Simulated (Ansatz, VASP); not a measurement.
## GaN: VASP beside Ansatz

```
Ga N
1.0
     0.00000    2.34247    2.24012
     2.34247    0.00000    2.24012
     2.34247    2.34247    0.00000
Ga N
1 1
Direct
  0.00000 0.00000 0.00000
  0.75000 0.75000 0.75000
```

Change from the starting cell: strain +0.030 along x and y, -0.015 along z, atoms carried along.

Alike in both runs: task single point; functional PBE; k mesh 10 × 10 × 10; occupations gaussian, width 0.05 eV; no spin polarisation.

|  | VASP | Ansatz |
| --- | --- | --- |
| version | VASP 6.6.1 | Ansatz 0.2.0 |
| potentials or method | VASP PAW PBE potentials, release 64 (Ga_d, N), cutoff 520 eV | scalar-relativistic, plane waves, PAW |
| valence electrons in the cell | 18 | 18 |

Ansatz gave:

```
gap on the k mesh at the Fermi level (eV)                     : 1.13
least direct gap on the mesh (eV)                             : 1.13
pressure (GPa)                                                : -7.0
traceless stress, the component that is largest in VASP (GPa) : 3.38
```

Q: What did VASP give for the same quantities?

A: gap on the k mesh at the Fermi level (eV): 1.13; least direct gap on the mesh (eV): 1.13; pressure (GPa): -6.8; traceless stress, the component that is largest in VASP (GPa): 3.37.
